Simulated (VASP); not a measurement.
# MoS2 (Fm-3m) in VASP: a series of runs

The runs below take MoS2 through relaxation of cell and atoms, single point, with r2SCAN+rVV10.

All numbers are computed with VASP 6.6.1; they aren't measurements. Logs are shortened: lines on timing, memory, paths and dates and some standing lists are left out, and cuts for length are marked.

## 1. The cell of the first run

The structure is cubic, space group Fm-3m (No. 225). Conventional cell: a = 5.803 Å, b = 5.803 Å, c = 5.803 Å, α = 90.00°, β = 90.00°, γ = 90.00°. Mo (site symmetry m-3m) has 8 S at 2.51 Å within 3.3 Å. Within 3.3 Å of S (site symmetry -43m) lie 4 Mo at 2.51 Å and 6 S at 2.90 Å.

## 2. Relaxation of cell and atoms, r2SCAN+rVV10

Input file POSCAR:

```
MoS2
1.0
    0.0000000000      2.9013844216      2.9013844216
    2.9013844216      0.0000000000      2.9013844216
    2.9013844216      2.9013844216      0.0000000000
Mo S
1 2
Direct
    0.0000000000      0.0000000000      0.0000000000
    0.7500000000      0.7500000000      0.7500000000
    0.2500000000      0.2500000000      0.2500000000
```

Input file INCAR.step1:

```
SYSTEM = MoS2
PREC = Accurate
ENCUT = 600
ISMEAR = -1
SIGMA = 0.03
LREAL = .FALSE.
LASPH = .TRUE.
NELM = 80
GGA = PE
ALGO = Normal
EDIFF = 1E-4
LWAVE = .TRUE.
LCHARG = .FALSE.
```

Input file INCAR.step2:

```
SYSTEM = MoS2
PREC = Accurate
ENCUT = 600
EDIFF = 1E-6
ISMEAR = -1
SIGMA = 0.03
LREAL = .FALSE.
LASPH = .TRUE.
NELM = 80
ALGO = Normal
ISIF = 3
LWAVE = .FALSE.
LCHARG = .FALSE.
METAGGA = R2SCAN
LMIXTAU = .TRUE.
LUSE_VDW = .TRUE.
IVDW_NL = 2
BPARAM = 11.95
CPARAM = 0.0093
IBRION = 2
NSW = 100
EDIFFG = -0.01
ISTART = 1
```

Input file KPOINTS:

```
regular mesh
0
G
  8 8 8
  0 0 0
```

Potentials or basis: VASP PAW PBE potentials, release 64 (Mo_sv, S).

Launch:

```console
cat potpaw_PBE.64/Mo_sv/POTCAR potpaw_PBE.64/S/POTCAR > POTCAR
cp INCAR.step1 INCAR
mpirun -np 1 vasp_std > vasp.out
cp INCAR.step2 INCAR
mpirun -np 1 vasp_std > vasp.out
```

OUTCAR:

```text
SYSTEM = MoS2
   PREC = Accurate
   ENCUT = 600
   EDIFF = 1E-6
   ISMEAR = -1
   LREAL = .FALSE.
   LASPH = .TRUE.
   NELM = 80
   ISIF = 3
   METAGGA = R2SCAN
   IVDW_NL = 2
   BPARAM = 11.95
   IBRION = 2
   NSW = 100
   EDIFFG = -0.01
   ISTART = 1

 ion  position               nearest neighbor table
   1  0.000  0.000  0.000-   2 2.51   2 2.51   2 2.51   2 2.51   3 2.51   3 2.51   3 2.51   3 2.51

   2  0.750  0.750  0.750-   1 2.51   1 2.51   1 2.51   1 2.51
   3  0.250  0.250  0.250-   1 2.51   1 2.51   1 2.51   1 2.51

  LATTYP: Found a face centered cubic cell.
 ALAT       =     5.8027688432

  Lattice vectors:

 A1 = (   0.0000000000,   2.9013844216,   2.9013844216)
 A2 = (   2.9013844216,   0.0000000000,   2.9013844216)
 A3 = (   2.9013844216,   2.9013844216,   0.0000000000)

Analysis of symmetry for initial positions (statically):
=====================================================================
 Subroutine PRICEL returns:
 Original cell was already a primitive cell.

 Routine SETGRP: Setting up the symmetry group for a
 face centered cubic supercell.

 Subroutine GETGRP returns: Found 48 space group operations
 (whereof 48 operations were pure point group operations)
 out of a pool of 48 trial point group operations.

The static configuration has the point symmetry O_h .

Analysis of symmetry for dynamics (positions and initial velocities):
=====================================================================
 Subroutine PRICEL returns:
 Original cell was already a primitive cell.

 Routine SETGRP: Setting up the symmetry group for a
 face centered cubic supercell.

 Subroutine GETGRP returns: Found 48 space group operations
 (whereof 48 operations were pure point group operations)
 out of a pool of 48 trial point group operations.

The dynamic configuration has the point symmetry O_h .

 Subroutine INISYM returns: Found 48 space group operations
 (whereof 48 operations are pure point group operations),
 and found     1 'primitive' translations

[... 96 lines left out ...]
   EDIFF  = 0.1E-05   stopping-criterion for ELM
   LREAL  =      F    real-space projection
   EDIFFG = -.1E-01   stopping-criterion for IOM
   NSW    =    100    number of steps for IOM
   IBRION =      2    ionic relax: 0-MD 1-quasi-New 2-CG
   NFREE  =      1    steps in history (QN), initial steepest desc. (CG)
   ISIF   =      3    stress and relaxation
   ISYM   =      2    0-nonsym 1-usesym 2-fastsym
   POTIM  = 0.5000    time-step for ionic-motion
   TEBEG  =    0.0;   TEEND  =   0.0 temperature during run
   PSTRESS=    0.0 pullay stress
   NELECT =      26.0000    total number of electrons
   NUPDOWN=      -1.0000    fix difference up-down
   EMIN   =  10.00;   EMAX   =-10.00  energy-range for DOS
   EFERMI =   0.00;   METHOD = LEGACY
   ISMEAR =    -1;   SIGMA  =   0.03  broadening in eV -4-tet -1-fermi 0-gaus
   EFERMI_NEDOS =   21; number of points for ismear=-14 and -15
   IALGO  =     38    algorithm
   IMIX   =      4    mixing-type and parameters
     AMIX     =   0.40;   BMIX     =  1.00
     AMIX_MAG =   1.60;   BMIX_MAG =  1.00
  volume/ion in A,a.u.               =      16.28       109.88
  Fermi-wavevector in a.u.,A,eV,Ry     =   1.326734  2.507165 23.949306  1.760224
  Thomas-Fermi vector in A             =   2.456099
   LORBIT       =      0    0 simple, 1 ext, 2 COOP (PROOUT), +10 PAW based schemes
   METAGGA = R2SCAN    functional components
   LHFCALC =     F    Hartree Fock is set to
   AEXX    =    0.0000 exact exchange contribution
   IVDW_NL    =     2    kernel type
   BPARAM     =11.9500
   IVDW    =     0    specifies the selected vdW correction
   LEPSILON=     F    determine dielectric tensor
   LRPA    =     F    only Hartree local field effects (RPA)
 conjugate gradient relaxation of ions
 non-spin polarized calculation
  energy-cutoff  :      600.00
  volume of cell :       48.85
 maximum number of plane-waves:      1660
 NGX is ok and might be reduce to    36
   NGX = 17   NGY = 17   NGZ = 17

--------------------------------------- Ionic step        1  -------------------------------------------

 number of electron      26.0000001 magnetization

 Free energy of the ion-electron system (eV)
  ---------------------------------------------------
  ext. energy  EPLUGINS =         0.00000000
  ---------------------------------------------------
  free energy    TOTEN  =       -42.15185186 eV

  energy without entropy =      -42.13960641  energy(sigma->0) =      -42.14572914

------------------------ aborting loop because EDIFF is reached ----------------------------------------

  FORCE on cell =-STRESS in cart. coord.  units (eV):
  Direction    XX          YY          ZZ          XY          YZ          ZX
  --------------------------------------------------------------------------------------
  -------------------------------------------------------------------------------------
  Total        1.1785995      1.1785995      1.1785995      0.0000000      0.0000000      0.0000000
  in kB       38.6572542     38.6572542     38.6572542      0.0000000      0.0000000      0.0000000
  external PRESSURE =      38.6572542 kB  Pullay stress =       0.0000000 kB
[... 61 lines left out ...]
--------------------------------------- Ionic step        3  -------------------------------------------

 number of electron      26.0000002 magnetization

 Free energy of the ion-electron system (eV)
  ---------------------------------------------------
  ext. energy  EPLUGINS =         0.00000000
  ---------------------------------------------------
  free energy    TOTEN  =       -42.16651887 eV

  energy without entropy =      -42.15273767  energy(sigma->0) =      -42.15962827

 E-fermi :   8.4379     XC(G=0): -12.0514

 val. band max:        8.4340681340   @ k =   0.5000   0.3750   0.1250
 cond. band min:       8.4535214988   @ k =  -0.3750   0.2500   0.1250
 fundamental gap:      0.0194533648
 Fermi energy:         8.4378956149

 k-point     1 :       0.0000    0.0000    0.0000
  band No.  band energies     occupation
      1     -54.5961      2.00000
      2     -27.9669      2.00000
      3     -27.9669      2.00000
      4     -27.9669      2.00000
      5      -7.7678      2.00000
      6      -2.9290      2.00000
[... 457 lines left out ...]
      4     -27.9767      2.00000
      5      -5.7035      2.00000
      6      -5.3825      2.00000
[... 9 lines left out ...]
     16      11.7625      0.00000
     17      12.1909      0.00000

 [... further k-points ...]

------------------------ aborting loop because EDIFF is reached ----------------------------------------

  FORCE on cell =-STRESS in cart. coord.  units (eV):
  Direction    XX          YY          ZZ          XY          YZ          ZX
  --------------------------------------------------------------------------------------
  -------------------------------------------------------------------------------------
  Total       -0.0057908     -0.0057908     -0.0057908      0.0000000      0.0000000      0.0000000
  in kB       -0.1851774     -0.1851774     -0.1851774      0.0000000      0.0000000      0.0000000
  external PRESSURE =      -0.1851774 kB  Pullay stress =       0.0000000 kB
[... 18 lines left out ...]
  FREE ENERGIE OF THE ION-ELECTRON SYSTEM (eV)
  ---------------------------------------------------
  free  energy   TOTEN  =       -42.1665188694 eV

  energy  without entropy=      -42.1527376669  energy(sigma->0) =      -42.15962827

 reached required accuracy - stopping structural energy minimisation
```

It took 8.6 min on 1 thread of Intel Xeon 6975P-C (Granite Rapids), shared host; peak memory 0.41 GiB.

What came out:

```yaml
Free_energy: -42.1665 eV
Relaxed_volume: 16.70 Å³/atom
Relaxed_cell: a = 4.138 Å, b = 4.138 Å, c = 4.138 Å, α = 60.00°, β = 60.00°, γ = 60.00°
Space_group_after_relaxing_to_0.05_Å: Fm-3m (No. 225)
Energy_gained_by_relaxing: 4.9 meV/atom
Ionic_steps: 3
Pressure_after_relaxing: 0.0 GPa
Band_gap_on_the_k_mesh: zero (band 13 reaches 8.87 eV, above the bottom of band 14 at 7.80 eV)
```

The path:
```
step  energy change (eV)  largest force (eV/Å)  pressure (GPa)  volume (Å³)
   1              0.0000                0.0000            3.87        48.85
   2              0.0066                0.0000           -4.17        51.68
   3             -0.0147                0.0000           -0.02        50.10
```

Final structure:
```
Mo S
1.0
     0.00000    2.92601    2.92601
     2.92601    0.00000    2.92601
     2.92601    2.92601    0.00000
Mo S
1 2
Cartesian
  0.0000 0.0000 0.0000
  4.3890 4.3890 4.3890
  1.4630 1.4630 1.4630
```

Levels at points of the mesh, in eV from the Fermi level:
```csv
k point,band 10,band 11,band 12,band 13,band 14,band 15,band 16,band 17
"(0.00, 0.00, 0.00)",-1.02,-1.02,-0.64,-0.64,-0.64,4.44,4.44,4.44
"(0.50, 0.00, 0.00)",-3.24,-3.19,-3.19,-0.50,-0.50,1.76,4.14,4.14
"(0.50, 0.50, 0.00)",-2.69,-2.69,-0.69,0.07,0.89,1.90,3.64,3.64
```

Caveat: the PAW data sets were made with another functional, which shifts forces and pressure a little.

## 3. Single point, r2SCAN+rVV10

This run uses another cell than the first one, of 16.67 Å³/atom, 1.024 times its volume.

Input file POSCAR:

```
MoS2
1.0
    0.0000000000      2.9243830910      2.9243830910
    2.9243830910      0.0000000000      2.9243830910
    2.9243830910      2.9243830910      0.0000000000
Mo S
1 2
Direct
    0.0000000000      0.0000000000      0.0000000000
    0.7500000000      0.7500000000      0.7500000000
    0.2500000000      0.2500000000      0.2500000000
```

Input file INCAR.step1:

```
  ALGO = Normal
  EDIFF = 1E-5
  ENCUT = 550
  GGA = PE
  GGA_COMPAT = F
  ISMEAR = -1
  LASPH = T
  LCHARG = F
  LREAL = F
  LWAVE = T
  NBANDS = 20
  NELM = 120
  PREC = Accurate
  SIGMA = 0.03
```

Input file INCAR.step2:

```
  ALGO = Normal
  BPARAM = 11.95
  CPARAM = 0.0093
  EDIFF = 1E-6
  ENCUT = 550
  GGA_COMPAT = F
  ISIF = 2
  ISMEAR = -1
  ISTART = 1
  IVDW_NL = 2
  LASPH = T
  LCHARG = F
  LMIXTAU = T
  LREAL = F
  LUSE_VDW = T
  LWAVE = F
  METAGGA = R2SCAN
  NBANDS = 20
  NELM = 120
  PREC = Accurate
  SIGMA = 0.03
```

Input file KPOINTS:

```
k-points
0
Gamma
  8 8 8
```

Potentials or basis: VASP PAW PBE potentials, release 64 (Mo_sv, S).

Launch:

```console
cat potpaw_PBE.64/Mo_sv/POTCAR potpaw_PBE.64/S/POTCAR > POTCAR
cp INCAR.step1 INCAR
mpirun -np 1 vasp_std > vasp.out
cp INCAR.step2 INCAR
mpirun -np 1 vasp_std > vasp.out
```

Wall time 3.5 min (1 thread of Intel Xeon 8259CL, shared host); peak memory 0.33 GiB.

Results (log left out):

```
Free energy            : -42.1676 eV
Pressure               : 0.2 GPa
Band gap on the k mesh : zero (band 13 reaches 8.90 eV, above the bottom of band 14 at 7.82 eV)
```

Levels at points of the mesh, in eV from the Fermi level:
```csv
k point,band 10,band 11,band 12,band 13,band 14,band 15,band 16,band 17
"(0.00, 0.00, 0.00)",-1.02,-1.02,-0.64,-0.64,-0.64,4.45,4.45,4.45
"(0.50, 0.00, 0.00)",-3.24,-3.19,-3.19,-0.50,-0.50,1.76,4.15,4.15
"(0.50, 0.50, 0.00)",-2.70,-2.70,-0.69,0.07,0.89,1.91,3.65,3.65
```

Caveat: the PAW data sets were made with another functional, which shifts forces and pressure a little.
